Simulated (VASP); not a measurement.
Wanted: the native input for a VASP 6.6.1 run.

* Task: single point
* Functional: PBE
* Dispersion: D3(BJ)
* Potentials or basis: VASP PAW PBE potentials, release 64 (Li_sv, Se)
* Cutoff: 750 eV
* k mesh: 8 × 8 × 8
* Occupations: gaussian, width 0.001 eV
* Spin: no spin polarisation
* Dipole correction: no
* Further INCAR settings: ALGO = Normal; EDIFF = 1e-06; NBANDS = 13

The structure of Li2Se lies in POSCAR:

```
Li2Se
1.0
    0.0000000000      3.0024997683      3.0024997683
    3.0024997683      0.0000000000      3.0024997683
    3.0024997683      3.0024997683      0.0000000000
Li Se
2 1
Direct
    0.2500000000      0.2500000000      0.2500000000
    0.7500000000      0.7500000000      0.7500000000
    0.0000000000      0.0000000000      0.0000000000
```

One way to write it, as run:

INCAR

```
PREC     = Accurate       # precision mode
ENCUT    = 750            # plane-wave cutoff, eV
EDIFF    = 1E-6           # SCF threshold, eV
ISMEAR   = 0              # smearing method
SIGMA    = 0.001          # smearing width, eV
LREAL    = F              # projectors in reciprocal space
LASPH    = T              # aspherical terms in the spheres
NELM     = 120            # most SCF steps
ALGO     = Normal         # electronic algorithm
ISIF     = 2              # what is computed and relaxed
LWAVE    = F              # write WAVECAR
LCHARG   = F              # write CHGCAR
GGA      = PE             # functional
IVDW     = 12             # dispersion correction
NBANDS   = 13             # bands
GGA_COMPAT= F
```

KPOINTS

```
Automatic mesh
0
Gamma
  8 8 8
```

Potentials or basis: VASP PAW PBE potentials, release 64 (Li_sv, Se).

Command:

```sh
$ cat potpaw_PBE.64/Li_sv/POTCAR potpaw_PBE.64/Se/POTCAR > POTCAR
$ mpirun -np 1 vasp_std > vasp.out
```

Results of the run:

```yaml
Pressure: -2.6 GPa
Band_gap_on_the_k_mesh: 2.97 eV (least direct gap 3.38 eV)
Dispersion_energy_per_atom: -0.261 eV
```

Wall time 48 s on 1 thread of Oxide Virtual Turin-like Processor, with other jobs on the host, peak memory 0.22 GiB.
